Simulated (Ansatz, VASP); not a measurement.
# AlAs in VASP and in Ansatz

```xyz
2
Lattice="0.0000 2.8639 2.8639 2.8639 0.0000 2.8639 2.8639 2.8639 0.0000" Properties=species:S:1:pos:R:3 pbc="T T T"
Al    0.0000    0.0000    0.0000
As    1.4319    1.4319    1.4319
```

Alike in both runs: functional PBE; k mesh 8 × 8 × 8; occupations gaussian, width 0.02 eV; no spin polarisation.

Ansatz relaxed the structure, and its values are those at the end. VASP's run is a single point on that final structure, the one shown.

```csv
,VASP,Ansatz
version,VASP 6.6.1,Ansatz 0.2.0
potentials or method,"VASP PAW PBE potentials, release 64 (Al, As), cutoff 500 eV","scalar-relativistic, plane waves, PAW"
valence electrons in the cell,8,18
```

Ansatz gave:

- gap on the k mesh at the Fermi level (eV): 1.50
- least direct gap on the mesh (eV): 1.78
- pressure (GPa): 0.0

Task: Which values does VASP return?

Result: gap on the k mesh at the Fermi level (eV): 1.49; least direct gap on the mesh (eV): 1.78; pressure (GPa): 0.2.

The functional is the same, so the differences come from potentials, cutoffs and numerics. VASP's potentials hold 8 valence electrons a cell and Ansatz's 18, so a difference there can come from the potentials and not from the codes.
